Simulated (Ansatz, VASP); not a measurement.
# Ge: VASP beside Ansatz

```
Ge
1.0
     2.74776    0.00000    0.00000
     0.00000    2.74776    0.00000
     0.00000    0.00000    2.74776
Ge
1
Direct
  0.00000 0.00000 0.00000
```

Change from the starting cell: volume scaled by 1.04.

Alike in both runs: task single point; functional PBE; k mesh 13 × 13 × 13; occupations fermi-dirac, width 0.05 eV; no spin polarisation.

```csv
,VASP,Ansatz
version,VASP 6.6.1,Ansatz 0.2.0
potentials or method,"VASP PAW PBE potentials, release 64 (Ge_d), cutoff 520 eV","all-electron LAPW, scalar-relativistic"
```

|  | VASP | Ansatz | Ansatz less VASP |
| --- | --- | --- | --- |
| pressure (GPa) | -2.5 | -2.4 | +0.13 |

Ansatz ran all-electron here, and VASP with PAW potentials.
